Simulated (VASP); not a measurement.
Write the native input for VASP 6.6.1 that does the following.

```
Task                   : single point
Functional             : PBE
Potentials or basis    : VASP PAW PBE potentials, release 64 (C)
Cutoff                 : 520 eV
k mesh                 : 21 × 21 × 6
Occupations            : gaussian, width 0.15 eV
Spin                   : no spin polarisation
Dipole correction      : no
Further INCAR settings : ALGO = Normal; EDIFF = 1e-07; NBANDS = 16
```

The structure of C lies in POSCAR:

```
C
1.0
    1.2310416118     -2.2491271941      0.0000000000
    1.2310416118      2.2491271941      0.0000000000
    0.0000000000      0.0000000000      9.1679726537
C
4
Direct
    0.0833329406      0.9166670594      0.7503043452
    0.5833329406      0.4166670594      0.2496956548
    0.9166670594      0.0833329406      0.2496956548
    0.4166670594      0.5833329406      0.7503043452
```

These files were run (other wordings do the same):

INCAR

```
SYSTEM = C
PREC = Accurate ; ENCUT = 520
EDIFF = 1E-7 ; ISMEAR = 0
SIGMA = 0.15 ; LREAL = .False.
LASPH = .True. ; NELM = 100
ALGO = Normal ; ISIF = 2
LWAVE = .False. ; LCHARG = .False.
GGA = PE ; NBANDS = 16
```

KPOINTS

```
Automatic mesh
0
Gamma
  21 21 6
  0 0 0
```

Potentials or basis: VASP PAW PBE potentials, release 64 (C).

Launch:

```sh
$ cat potpaw_PBE.64/C/POTCAR > POTCAR
$ mpirun -np 1 vasp_std > vasp.out
```

It gave:

The pressure is -12.8 GPa and the largest force is 0.209 eV/Å.

Caveat: the stress differs along the axes, from -35 to -0 GPa; this functional lacks dispersion, which binds layers or chains, so the pressure and a relaxed spacing across them are unreliable.

Run time: 7.7 min on 1 thread of Oxide Virtual Turin-like Processor (shared host), peak memory 0.35 GiB.
